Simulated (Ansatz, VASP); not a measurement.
# Cu: VASP beside Ansatz

The input INCAR:

```
  ALGO = Normal
  EDIFF = 1E-6
  EDIFFG = -0.002
  ENCUT = 600
  GGA = CA
  IBRION = 2
  ISIF = 3
  ISMEAR = -1
  LASPH = True
  LCHARG = False
  LREAL = False
  LWAVE = False
  NELM = 60
  NSW = 100
  PREC = Accurate
  SIGMA = 0.1
```

The input KPOINTS:

```
k-points
0
Gamma
  26 26 26
```

POSCAR

```
Cu
1.0
    0.0000000000      1.8075000000      1.8075000000
    1.8075000000      0.0000000000      1.8075000000
    1.8075000000      1.8075000000      0.0000000000
Cu
1
Direct
    0.0000000000      0.0000000000      0.0000000000
```

Input for Ansatz:

```yaml
crystal:
  lattice:
    - [0.0, 1.8075, 1.8075]
    - [1.8075, 0.0, 1.8075]
    - [1.8075, 1.8075, 0.0]
  atoms:
    - { symbol: Cu, position: [0.0, 0.0, 0.0] }
kpoints:
  mp_grid: { grid: [26, 26, 26] }
scf:
  occupations: { method: fermi_dirac, width: 0.1 }
hamiltonian:
  xc: lda
  pseudopotentials: { kind: paw }
relax:
  f_tol: 0.002
  max_steps: 80
  cell: {}
output:
  forces: true
  stress: true
```

Alike in both runs: task relaxation of cell and atoms; functional LDA; k mesh 26 × 26 × 26; occupations fermi-dirac, width 0.1 eV; no spin polarisation.

|  | VASP | Ansatz |
| --- | --- | --- |
| version | VASP 6.6.1 | Ansatz 0.2.0 |
| potentials or method | VASP PAW LDA potentials, release 64 (Cu) | PAW with Ansatz's default frozen-core files, scalar-relativistic |
| plane-wave cutoff (eV) | 600 | 420 |
| valence electrons in the cell | 11 | 19 |

Ansatz gave:

```
relaxed volume (Å³/atom)                                     : 10.89
relaxed cell length with the largest relative difference (Å) : 2.488
```

Task: Which values does VASP return?

Result: Relaxed volume (Å³/atom): 10.94; relaxed cell length with the largest relative difference (Å): 2.492.

LDA's correlation is that of Perdew and Zunger in VASP and of Perdew and Wang (1992) in Ansatz. VASP's potentials hold 11 valence electrons a cell and Ansatz's 19, so a difference there can come from the potentials and not from the codes.
